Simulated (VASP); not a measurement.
# Cd3HgS4 (P3m1) in VASP: a series of runs

The runs below take Cd3HgS4 through single point, relaxation of cell and atoms, with PBE.

All numbers are computed with VASP 6.6.1; they aren't measurements. Logs are shortened: lines on timing, memory, paths and dates and some standing lists are left out, and cuts for length are marked.

## (1) The cell of the first run

The structure is trigonal, space group P3m1 (No. 156). The conventional cell has a = 4.090 Å, b = 4.090 Å, c = 13.353 Å, α = 90.00°, β = 90.00°, γ = 120.00°. Cd (site symmetry 3m) has 4 S at 2.48 to 2.57 Å within 3.3 Å. Cd (site symmetry 3m) has 4 S at 2.48 to 2.57 Å within 3.3 Å. Cd (site symmetry 3m) has 4 S at 2.48 to 2.57 Å within 3.3 Å. Within 3.3 Å of Hg (site symmetry 3m) lie 4 S at 2.48 to 2.57 Å. S (site symmetry 3m) has 3 Cd at 2.48 Å and 1 Hg at 2.57 Å within 3.3 Å. Within 3.3 Å of S (site symmetry 3m) lie 4 Cd at 2.48 to 2.57 Å. Within 3.3 Å of S (site symmetry 3m) lie 4 Cd at 2.48 to 2.57 Å. Within 3.3 Å of S (site symmetry 3m) lie 3 Hg at 2.48 Å and 1 Cd at 2.57 Å.

## (2) Single point, PBE

File INCAR:

```
PREC = Accurate
ENCUT = 520
EDIFF = 1E-7
ISMEAR = 0
SIGMA = 0.1
LREAL = F
LASPH = T
NELM = 100
ALGO = Normal
ISIF = 2
LWAVE = F
LCHARG = T
GGA = PE
LELF = T
LVHAR = T
NBANDS = 46
```

File KPOINTS:

```
Automatic mesh
0
Gamma
  6 6 2
```

File POSCAR:

```
Cd3HgS4
1.0
    4.0902779500      0.0000000000      0.0000000000
   -2.0451389800      3.5422846200      0.0000000000
    0.0000000000      0.0000000000     13.3526616000
Cd Hg S
3 1 4
Direct
    0.3333333300      0.6666666700      0.5000000000
    0.6666666700      0.3333333300      0.2500000000
    0.6666666700      0.3333333300      0.7500000000
    0.3333333300      0.6666666700      0.0000000000
    0.3333333300      0.6666666700      0.1925000000
    0.3333333300      0.6666666700      0.6925000000
    0.6666666700      0.3333333300      0.4425000000
    0.6666666700      0.3333333300      0.9425000000
```

Potentials or basis: VASP PAW PBE potentials, release 64 (Cd, Hg, S).

Started as:

```console
cat potpaw_PBE.64/Cd/POTCAR potpaw_PBE.64/Hg/POTCAR potpaw_PBE.64/S/POTCAR > POTCAR
mpirun -np 1 vasp_std > vasp.out
```

OUTCAR:

```text
PREC = Accurate
   ENCUT = 520
   EDIFF = 1E-7
   ISMEAR = 0
   LREAL = F
   LASPH = T
   NELM = 100
   ISIF = 2
   GGA = PE

 ion  position               nearest neighbor table
   1  0.333  0.667  0.500-   7 2.48   7 2.48   7 2.48   6 2.57
   2  0.667  0.333  0.250-   5 2.48   5 2.48   5 2.48   7 2.57
   3  0.667  0.333  0.750-   6 2.48   6 2.48   6 2.48   8 2.57
   4  0.333  0.667  0.000-   8 2.48   8 2.48   8 2.48   5 2.57
   5  0.333  0.667  0.193-   2 2.48   2 2.48   2 2.48   4 2.57
   6  0.333  0.667  0.693-   3 2.48   3 2.48   3 2.48   1 2.57
   7  0.667  0.333  0.443-   1 2.48   1 2.48   1 2.48   2 2.57
   8  0.667  0.333  0.943-   4 2.48   4 2.48   4 2.48   3 2.57

  LATTYP: Found a hexagonal cell.
 ALAT       =     4.0902779500
 C/A-ratio  =     3.2644875882

  Lattice vectors:

 A1 = (   4.0902779500,   0.0000000000,   0.0000000000)
 A2 = (  -2.0451389800,   3.5422846200,   0.0000000000)
 A3 = (   0.0000000000,   0.0000000000,  13.3526616000)

Analysis of symmetry for initial positions (statically):
=====================================================================
 Subroutine PRICEL returns:
 Original cell was already a primitive cell.

 Routine SETGRP: Setting up the symmetry group for a
 hexagonal supercell.

 Subroutine GETGRP returns: Found  6 space group operations
 (whereof  6 operations were pure point group operations)
 out of a pool of 24 trial point group operations.

The static configuration has the point symmetry C_3v.

Analysis of symmetry for dynamics (positions and initial velocities):
=====================================================================
 Subroutine PRICEL returns:
 Original cell was already a primitive cell.

 Routine SETGRP: Setting up the symmetry group for a
 hexagonal supercell.

 Subroutine GETGRP returns: Found  6 space group operations
 (whereof  6 operations were pure point group operations)
 out of a pool of 24 trial point group operations.

The dynamic configuration has the point symmetry C_3v.

 Subroutine INISYM returns: Found  6 space group operations
 (whereof  6 operations are pure point group operations),
 and found     1 'primitive' translations

----------------------------------------------------------------------------------------

                                     Primitive cell
[... 94 lines left out ...]
   EDIFFG = 0.1E-05   stopping-criterion for IOM
   NSW    =      0    number of steps for IOM
   IBRION =     -1    ionic relax: 0-MD 1-quasi-New 2-CG
   NFREE  =      0    steps in history (QN), initial steepest desc. (CG)
   ISIF   =      2    stress and relaxation
   ISYM   =      2    0-nonsym 1-usesym 2-fastsym
   POTIM  = 0.5000    time-step for ionic-motion
   TEBEG  =    0.0;   TEEND  =   0.0 temperature during run
   PSTRESS=    0.0 pullay stress
   NELECT =      72.0000    total number of electrons
   NUPDOWN=      -1.0000    fix difference up-down
   EMIN   =  10.00;   EMAX   =-10.00  energy-range for DOS
   EFERMI =   0.00;   METHOD = LEGACY
   ISMEAR =     0;   SIGMA  =   0.10  broadening in eV -4-tet -1-fermi 0-gaus
   EFERMI_NEDOS =   21; number of points for ismear=-14 and -15
   IALGO  =     38    algorithm
   IMIX   =      4    mixing-type and parameters
     AMIX     =   0.40;   BMIX     =  1.00
     AMIX_MAG =   1.60;   BMIX_MAG =  1.00
  volume/ion in A,a.u.               =      24.18       163.20
  Fermi-wavevector in a.u.,A,eV,Ry     =   1.177563  2.225272 18.866594  1.386656
  Thomas-Fermi vector in A             =   2.313908
   LORBIT       =      0    0 simple, 1 ext, 2 COOP (PROOUT), +10 PAW based schemes
   GGA     = PE    functional components
   LHFCALC =     F    Hartree Fock is set to
   AEXX    =    0.0000 exact exchange contribution
   IVDW    =     0    specifies the selected vdW correction
   LEPSILON=     F    determine dielectric tensor
   LRPA    =     F    only Hartree local field effects (RPA)
 non-spin polarized calculation
 Gauss-broadening in eV      SIGMA  =   0.10
  energy-cutoff  :      520.00
  volume of cell :      193.47
 maximum number of plane-waves:      5270
   NGX = 15   NGY = 15   NGZ = 49

 number of electron      72.0000022 magnetization

 Free energy of the ion-electron system (eV)
  ---------------------------------------------------
  ext. energy  EPLUGINS =         0.00000000
  ---------------------------------------------------
  free energy    TOTEN  =       -22.64915393 eV

  energy without entropy =      -22.64915389  energy(sigma->0) =      -22.64915391

 E-fermi :   2.2550     XC(G=0):  -9.3106

 val. band max:        1.9151859612   @ k =   0.0000   0.0000   0.0000
 cond. band min:       2.5829187655   @ k =   0.0000   0.0000   0.0000
 fundamental gap:      0.6677328043
 Fermi energy:         2.2550329361

 k-point     1 :       0.0000    0.0000    0.0000
  band No.  band energies     occupation
      1     -11.1295      2.00000
      2     -10.7922      2.00000
      3     -10.6998      2.00000
      4     -10.5066      2.00000
      5      -6.1906      2.00000
      6      -6.1906      2.00000
[... 675 lines left out ...]
     45       8.4506      0.00000
     46       8.5136      0.00000

------------------------ aborting loop because EDIFF is reached ----------------------------------------

  FORCE on cell =-STRESS in cart. coord.  units (eV):
  Direction    XX          YY          ZZ          XY          YZ          ZX
  --------------------------------------------------------------------------------------
  -------------------------------------------------------------------------------------
  Total        8.0348637      8.0348637      4.7423864     -0.0000000      0.0000000     -0.0000000
  in kB       66.5403343     66.5403346     39.2738435     -0.0000001      0.0000000     -0.0000000
  external PRESSURE =      57.4515041 kB  Pullay stress =       0.0000000 kB

 VOLUME and BASIS-vectors are now :
 -----------------------------------------------------------------------------
  energy-cutoff  :      520.00
  volume of cell :      193.47
      direct lattice vectors                 reciprocal lattice vectors
     4.090277950  0.000000000  0.000000000     0.244482163  0.141151843  0.000000000
    -2.045138980  3.542284620  0.000000000     0.000000000  0.282303685  0.000000000
     0.000000000  0.000000000 13.352661600     0.000000000  0.000000000  0.074891436

 POSITION                                       TOTAL-FORCE (eV/Angst)
 -----------------------------------------------------------------------------------
     -0.00000      2.36152      6.67633         0.000000      0.000000      0.297390
      2.04514      1.18076      3.33817         0.000000     -0.000000      0.294493
      2.04514      1.18076     10.01450         0.000000      0.000000      0.264973
     -0.00000      2.36152      0.00000         0.000000     -0.000000      0.264905
     -0.00000      2.36152      2.57039        -0.000000     -0.000000     -0.099608
     -0.00000      2.36152      9.24672        -0.000000      0.000000     -0.290242
      2.04514      1.18076      5.90855         0.000000      0.000000     -0.290887
      2.04514      1.18076     12.58488        -0.000000     -0.000000     -0.441024
 -----------------------------------------------------------------------------------
    total drift:                                0.000001     -0.000000     -0.000097

  FREE ENERGIE OF THE ION-ELECTRON SYSTEM (eV)
  ---------------------------------------------------
  free  energy   TOTEN  =       -22.6491539251 eV

  energy  without entropy=      -22.6491538908  energy(sigma->0) =      -22.64915391
```

stdout:

```text
POSCAR found type information on POSCAR CdHgS
 POSCAR found :  3 types and       8 ions
 scaLAPACK will be used
 LDA part: xc-table for (Slater+PW92), standard interpolation
 POSCAR, INCAR and KPOINTS ok, starting setup
 FFT: planning ... GRIDC
 FFT: planning ... GRID_SOFT
 FFT: planning ... GRID
 WAVECAR not read
 entering main loop
```

Run time: 4.3 min. Hardware: 1 thread of Intel Xeon 8259CL, shared host; peak memory 0.35 GiB.

Results:

```
Free energy            : -22.6492 eV
Pressure               : 5.7 GPa
Largest force          : 0.441 eV/Å
Band gap on the k mesh : 0.67 eV
```

Forces on the atoms (eV/Å):
```
Cd   0.000  0.000  0.297
Cd   0.000  0.000  0.294
Cd   0.000  0.000  0.265
Hg   0.000  0.000  0.265
S    0.000  0.000 -0.100
S    0.000  0.000 -0.290
S    0.000  0.000 -0.291
S    0.000  0.000 -0.441
```

Caveat: the cell stands under pressure; spin-orbit coupling is left out, which moves the levels of the heavy elements.

## (3) Single point, PBE

This run uses another cell than the first one, of 26.26 Å³/atom.

File INCAR:

```
SYSTEM = Cd3HgS4
ALGO = Normal ; EDIFF = 1E-6
ENCUT = 520 ; GGA = PE
ISIF = 2 ; ISMEAR = 0
LASPH = .True. ; LCHARG = .False.
LREAL = .False. ; LWAVE = .False.
NBANDS = 46 ; NELM = 100
PREC = Accurate ; SIGMA = 0.1
```

File KPOINTS:

```
k-points
0
Gamma
  6 6 2
  0 0 0
```

File POSCAR:

```
Cd3HgS4
1.0
    4.2050106579      0.0000000030      0.0000000000
   -2.1025053315      3.6416460514      0.0000000000
    0.0000000000      0.0000000000     13.7165226517
Cd Hg S
3 1 4
Direct
    0.3333333333      0.6666666667      0.5020238328
    0.6666666667      0.3333333333      0.2532152250
    0.6666666667      0.3333333333      0.7505548283
    0.3333333333      0.6666666667      0.0032339953
    0.3333333333      0.6666666667      0.1924348660
    0.3333333333      0.6666666667      0.6895335205
    0.6666666667      0.3333333333      0.4408657197
    0.6666666667      0.3333333333      0.9381380123
```

Potentials or basis: VASP PAW PBE potentials, release 64 (Cd, Hg, S).

Started as:

```console
cat potpaw_PBE.64/Cd/POTCAR potpaw_PBE.64/Hg/POTCAR potpaw_PBE.64/S/POTCAR > POTCAR
mpirun -np 1 vasp_std > vasp.out
```

Wall time 3.6 min (1 thread of Intel Xeon 8259CL, shared host); peak memory 0.39 GiB.

The run converged. Its results:

* Free energy: -22.9780 eV
* Pressure: 0.3 GPa
* Largest force: 0.026 eV/Å
* Band gap on the k mesh: 0.53 eV

Forces on the atoms (eV/Å):
```
Cd   0.000  0.000  0.000
Cd   0.000  0.000 -0.006
Cd   0.000  0.000 -0.012
Hg   0.000  0.000 -0.004
S    0.000  0.000 -0.008
S    0.000  0.000  0.003
S    0.000  0.000  0.000
S    0.000  0.000  0.026
```

Stress tensor (GPa, compression positive):
```
0.29 0.00 0.00
0.00 0.29 0.00
0.00 0.00 0.21
```

Levels at points of the mesh, in eV from the valence-band top:
| k point | band 33 | band 34 | band 35 | band 36 | band 37 | band 38 | band 39 | band 40 |
| --- | --- | --- | --- | --- | --- | --- | --- | --- |
| (0.00, 0.00, 0.00) | -0.45 | -0.15 | 0.00 | 0.00 | 0.53 | 2.04 | 2.49 | 2.51 |
| (0.50, 0.00, 0.00) | -1.41 | -1.35 | -1.26 | -0.81 | 2.62 | 3.27 | 3.33 | 3.62 |
| (0.00, 0.00, 0.50) | -0.34 | -0.34 | -0.03 | -0.03 | 1.24 | 1.75 | 2.35 | 2.54 |
| (0.50, 0.00, 0.50) | -1.25 | -1.10 | -1.09 | -0.90 | 2.53 | 3.11 | 3.52 | 3.66 |

Caveat: spin-orbit coupling is left out, which moves the levels of the heavy elements.

## (4) Relaxation of cell and atoms, PBE

File INCAR:

```
SYSTEM = Cd3HgS4
  PREC = Accurate
  ENCUT = 600
  EDIFF = 1E-6
  ISMEAR = 0
  SIGMA = 0.1
  LREAL = .False.
  LASPH = .True.
  NELM = 100
  ALGO = Normal
  ISIF = 3
  LWAVE = .False.
  LCHARG = .False.
  GGA = PE
  IBRION = 2
  NSW = 90
  EDIFFG = -0.04
```

File KPOINTS:

```
Automatic mesh
0
Gamma
  6 6 2
  0 0 0
```

File POSCAR:

```
Cd3HgS4
1.0
    4.0902779500      0.0000000000      0.0000000000
   -2.0451389800      3.5422846200      0.0000000000
    0.0000000000      0.0000000000     13.3526616000
Cd Hg S
3 1 4
Direct
    0.3333333300      0.6666666700      0.5000000000
    0.6666666700      0.3333333300      0.2500000000
    0.6666666700      0.3333333300      0.7500000000
    0.3333333300      0.6666666700      0.0000000000
    0.3333333300      0.6666666700      0.1925000000
    0.3333333300      0.6666666700      0.6925000000
    0.6666666700      0.3333333300      0.4425000000
    0.6666666700      0.3333333300      0.9425000000
```

Potentials or basis: VASP PAW PBE potentials, release 64 (Cd, Hg, S).

Started as:

```console
cat potpaw_PBE.64/Cd/POTCAR potpaw_PBE.64/Hg/POTCAR potpaw_PBE.64/S/POTCAR > POTCAR
mpirun -np 1 vasp_std > vasp.out
```

OUTCAR:

```text
SYSTEM = Cd3HgS4
   PREC = Accurate
   ENCUT = 600
   EDIFF = 1E-6
   ISMEAR = 0
   LREAL = .False.
   LASPH = .True.
   NELM = 100
   ISIF = 3
   GGA = PE
   IBRION = 2
   NSW = 90
   EDIFFG = -0.04

 ion  position               nearest neighbor table
   1  0.333  0.667  0.500-   7 2.48   7 2.48   7 2.48   6 2.57
   2  0.667  0.333  0.250-   5 2.48   5 2.48   5 2.48   7 2.57
   3  0.667  0.333  0.750-   6 2.48   6 2.48   6 2.48   8 2.57
   4  0.333  0.667  0.000-   8 2.48   8 2.48   8 2.48   5 2.57
   5  0.333  0.667  0.193-   2 2.48   2 2.48   2 2.48   4 2.57
   6  0.333  0.667  0.693-   3 2.48   3 2.48   3 2.48   1 2.57
   7  0.667  0.333  0.443-   1 2.48   1 2.48   1 2.48   2 2.57
   8  0.667  0.333  0.943-   4 2.48   4 2.48   4 2.48   3 2.57

  LATTYP: Found a hexagonal cell.
 ALAT       =     4.0902779500
 C/A-ratio  =     3.2644875882

  Lattice vectors:

[... 303 lines left out ...]
  energy  without entropy=      -22.9661489763  energy(sigma->0) =      -22.96615022

[... ionic steps 4 to 7 ...]

--------------------------------------- Ionic step        8  -------------------------------------------

 number of electron      72.0000008 magnetization

------------------------ aborting loop because EDIFF is reached ----------------------------------------
[... 79 lines left out ...]
--------------------------------------- Ionic step       10  -------------------------------------------

 number of electron      72.0000006 magnetization

 Free energy of the ion-electron system (eV)
  ---------------------------------------------------
  ext. energy  EPLUGINS =         0.00000000
  ---------------------------------------------------
  free energy    TOTEN  =       -22.97388218 eV

  energy without entropy =      -22.97387939  energy(sigma->0) =      -22.97388078

 E-fermi :   1.3721     XC(G=0):  -8.9011

 val. band max:        1.1038193839   @ k =   0.0000   0.0000   0.0000
 cond. band min:       1.6244642788   @ k =   0.0000   0.0000   0.0000
 fundamental gap:      0.5206448949
 Fermi energy:         1.3721053798

 k-point     1 :       0.0000    0.0000    0.0000
  band No.  band energies     occupation
      1     -11.2651      2.00000
      2     -11.0339      2.00000
      3     -10.9903      2.00000
      4     -10.8069      2.00000
      5      -6.6312      2.00000
      6      -6.6312      2.00000
[... 668 lines left out ...]
  FREE ENERGIE OF THE ION-ELECTRON SYSTEM (eV)
  ---------------------------------------------------
  free  energy   TOTEN  =       -22.9738821763 eV

  energy  without entropy=      -22.9738793923  energy(sigma->0) =      -22.97388078

 reached required accuracy - stopping structural energy minimisation
```

OSZICAR:

```text
N       E                     dE             d eps       ncg     rms          rms(c)
DAV:   1     0.583002957168E+03    0.58300E+03   -0.37915E+04  1204   0.173E+03
DAV:   2     0.162467712698E+02   -0.56676E+03   -0.55321E+03  1302   0.400E+02
DAV:   3    -0.240569355322E+02   -0.40304E+02   -0.40083E+02  1396   0.102E+02
DAV:   4    -0.247377421682E+02   -0.68081E+00   -0.67907E+00  1426   0.127E+01
[... 91 lines left out ...]
DAV:   2    -0.229742405441E+02    0.18698E-02   -0.10586E-02  1397   0.747E-01    0.145E-01
DAV:   3    -0.229739768958E+02    0.26365E-03   -0.75837E-04  1384   0.176E-01    0.121E-01
DAV:   4    -0.229739030210E+02    0.73875E-04   -0.75308E-05  1397   0.473E-02    0.377E-02
DAV:   5    -0.229738828824E+02    0.20139E-04   -0.40170E-05  1480   0.491E-02    0.166E-02
DAV:   6    -0.229738821763E+02    0.70616E-06   -0.58500E-06  1217   0.138E-02
  10 F= -.22973882E+02 E0= -.22973881E+02  d E =-.471924E-03
```

It took 25 min on 1 thread of Intel Xeon 8259CL, shared host; peak memory 0.48 GiB.

Results:

```yaml
Free_energy: -22.9739 eV
Relaxed_volume: 26.40 Å³/atom
Relaxed_cell: a = 4.216 Å, b = 4.216 Å, c = 13.720 Å, α = 90.00°, β = 90.00°, γ = 120.00°
Space_group_after_relaxing_to_0.1_Å: P3m1 (No. 156)
Energy_gained_by_relaxing: 40.6 meV/atom
Ionic_steps: 10
Pressure_after_relaxing: 0.0 GPa
Largest_force_after_relaxing: 0.026 eV/Å
Band_gap_on_the_k_mesh: 0.52 eV
```

Forces on the atoms (eV/Å):
```
Cd   0.000  0.000 -0.001
Cd   0.000  0.000  0.020
Cd   0.000  0.000  0.005
Hg   0.000  0.000  0.011
S    0.000  0.000 -0.016
S    0.000  0.000 -0.026
S    0.000  0.000  0.006
S    0.000  0.000  0.002
```

The path:
| step | energy change (eV) | largest force (eV/Å) | pressure (GPa) | volume (Å³) |
| --- | --- | --- | --- | --- |
| 1 | 0.0000 | 0.4408 | 5.74 | 193.47 |
| 2 | -0.2744 | 0.0920 | -1.71 | 218.71 |
| 3 | -0.3170 | 0.1629 | -0.03 | 211.22 |
| 4 | -0.3169 | 0.1590 | -0.13 | 211.58 |
| 5 | -0.3193 | 0.1095 | -0.08 | 211.41 |
| 6 | -0.3214 | 0.0694 | 0.00 | 211.06 |
| 7 | -0.3235 | 0.0422 | 0.03 | 210.93 |
| 8 | -0.3237 | 0.0622 | 0.10 | 210.69 |
| 9 | -0.3242 | 0.0464 | 0.07 | 210.79 |
| 10 | -0.3247 | 0.0262 | -0.04 | 211.20 |

Final structure:
```yaml
crystal:
  lattice:
    - [4.21593, 0.00000, 0.00000]
    - [-2.10797, 3.65111, 0.00000]
    - [0.00000, 0.00000, 13.72043]
  atoms:
    - { symbol: Cd, position: [0.33333, 0.66667, 0.50204] }
    - { symbol: Cd, position: [0.66667, 0.33333, 0.25262] }
    - { symbol: Cd, position: [0.66667, 0.33333, 0.75049] }
    - { symbol: Hg, position: [0.33333, 0.66667, 0.00280] }
    - { symbol: S, position: [0.33333, 0.66667, 0.19248] }
    - { symbol: S, position: [0.33333, 0.66667, 0.69014] }
    - { symbol: S, position: [0.66667, 0.33333, 0.44085] }
    - { symbol: S, position: [0.66667, 0.33333, 0.93858] }
```

Caveat: spin-orbit coupling is left out, which moves the levels of the heavy elements.

## (5) Overview

```tsv
task	cell	cutoff (eV)	gap on the mesh (eV)	pressure (GPa)	largest force (eV/Å)
single point	a = 4.090, b = 4.090, c = 13.353 Å, angles 90.0, 90.0, 120.0°, 8 atoms, atomic positions A	520	0.67	5.7	0.44
single point	a = 4.205, b = 4.205, c = 13.717 Å, angles 90.0, 90.0, 120.0°, 8 atoms, atomic positions B	520	0.53	0.3	0.03
relaxation of cell and atoms	relaxed from a = 4.090, b = 4.090, c = 13.353 Å, angles 90.0, 90.0, 120.0°, 8 atoms, atomic positions A	600	0.52	0.0	0.03
```

Alike in all rows: level PBE; potentials or basis VASP PAW PBE potentials, release 64 (Cd, Hg, S); no spin polarisation; k mesh 6 × 6 × 2; smearing gaussian 0.1 eV.

Caveats: spin-orbit coupling is left out, which moves the levels of the heavy elements; the cell stands under pressure (at least some runs).

Absolute energies hang on the potentials; compare differences alone.
